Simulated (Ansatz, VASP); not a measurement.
**ScAl3N4 in VASP and in Ansatz**

Contents of INCAR:

```
  PREC = Accurate
  ENCUT = 520
  EDIFF = 1E-6
  ISMEAR = 0
  SIGMA = 0.01
  LREAL = Auto
  LASPH = True
  NELM = 100
  ALGO = Normal
  ISIF = 2
  LWAVE = False
  LCHARG = False
  NBANDS = 54
```

Contents of KPOINTS:

```
regular mesh
0
Gamma
  6 6 4
```

The input POSCAR:

```
ScAl3N4
1.0
    4.8052704893     -2.7733765745     -0.0071344788
   -3.2058220830     -0.0169330400     -4.8598131143
    3.2373037387      5.6052829177     -0.0013837804
Sc Al N
2 6 8
Direct
    0.3599468781      0.0541081841      0.0115827694
    0.9453783569      0.5515147094      0.1384221874
    0.8520335560      0.0416560461      0.2622884113
    0.3559596966      0.0445019168      0.5129167702
    0.8572634723      0.0454869401      0.7592445286
    0.4362917526      0.5416922948      0.3889256596
    0.9390504616      0.5441272808      0.6360192212
    0.4397211607      0.5481939332      0.8837483044
    0.6092009344      0.5665328989      0.1425722981
    0.1232344061      0.5732765743      0.3991478161
    0.6217894660      0.5728278734      0.6420660749
    0.1218288163      0.5741582435      0.8884325606
    0.7100463069      0.0702161905      0.0175434599
    0.1969705183      0.0669686917      0.2719059643
    0.7011468926      0.0718046906      0.5178665151
    0.2021373243      0.0769335317      0.7633174586
```

Input for Ansatz:

```yaml
crystal:
  lattice:
    - [4.8052704893, -2.7733765745, -0.0071344788]
    - [-3.205822083, -0.01693304, -4.8598131143]
    - [3.2373037387, 5.6052829177, -0.0013837804]
  atoms:
    - { symbol: Sc, position: [0.3599468781, 0.0541081841, 0.0115827694] }
    - { symbol: Al, position: [0.852033556, 0.0416560461, 0.2622884113] }
    - { symbol: Al, position: [0.3559596966, 0.0445019168, 0.5129167702] }
    - { symbol: Al, position: [0.8572634723, 0.0454869401, 0.7592445286] }
    - { symbol: Sc, position: [0.9453783569, 0.5515147094, 0.1384221874] }
    - { symbol: Al, position: [0.4362917526, 0.5416922948, 0.3889256596] }
    - { symbol: Al, position: [0.9390504616, 0.5441272808, 0.6360192212] }
    - { symbol: Al, position: [0.4397211607, 0.5481939332, 0.8837483044] }
    - { symbol: "N", position: [0.6092009344, 0.5665328989, 0.1425722981] }
    - { symbol: "N", position: [0.1232344061, 0.5732765743, 0.3991478161] }
    - { symbol: "N", position: [0.621789466, 0.5728278734, 0.6420660749] }
    - { symbol: "N", position: [0.1218288163, 0.5741582435, 0.8884325606] }
    - { symbol: "N", position: [0.7100463069, 0.0702161905, 0.0175434599] }
    - { symbol: "N", position: [0.1969705183, 0.0669686917, 0.2719059643] }
    - { symbol: "N", position: [0.7011468926, 0.0718046906, 0.5178665151] }
    - { symbol: "N", position: [0.2021373243, 0.0769335317, 0.7633174586] }
basis:
  ecutwfc: 420
  xc_grid: 2
kpoints:
  mp_grid: { grid: [6, 6, 4] }
hamiltonian:
  xc: lda
  pseudopotentials: { kind: paw, azcp: { folder: soft_1 } }
scf:
  occupations: { method: fixed }
output:
  forces: true
  stress: true
  eigenvalues: true
  polarization: {}
```

Change from the starting cell: polar distortion scaled by 0.25.

Alike in both runs: task single point; functional LDA; k mesh 6 × 6 × 4; no spin polarisation.

|  | VASP | Ansatz |
| --- | --- | --- |
| version | VASP 6.6.1 | Ansatz 0.2.0 |
| potentials or method | VASP PAW LDA potentials, release 64 (Sc_sv, Al, N), cutoff 520 eV | scalar-relativistic, plane waves, PAW |
| occupations | gaussian, width 0.01 eV | fixed |
| valence electrons in the cell | 80 | 80 |

Ansatz gave:

- gap on the k mesh at the Fermi level (eV): 2.48
- least direct gap on the mesh (eV): 2.61
- pressure (GPa): 4.1
- rms of the force components (eV/Å): 1.036

Q: Which values does VASP return?

A: gap on the k mesh at the Fermi level (eV): 2.46; least direct gap on the mesh (eV): 2.61; pressure (GPa): 5.2; rms of the force components (eV/Å): 1.076.

Ansatz warns that its potentials were made for another functional, while VASP's fit it. LDA's correlation is that of Perdew and Zunger in VASP and of Perdew and Wang (1992) in Ansatz.
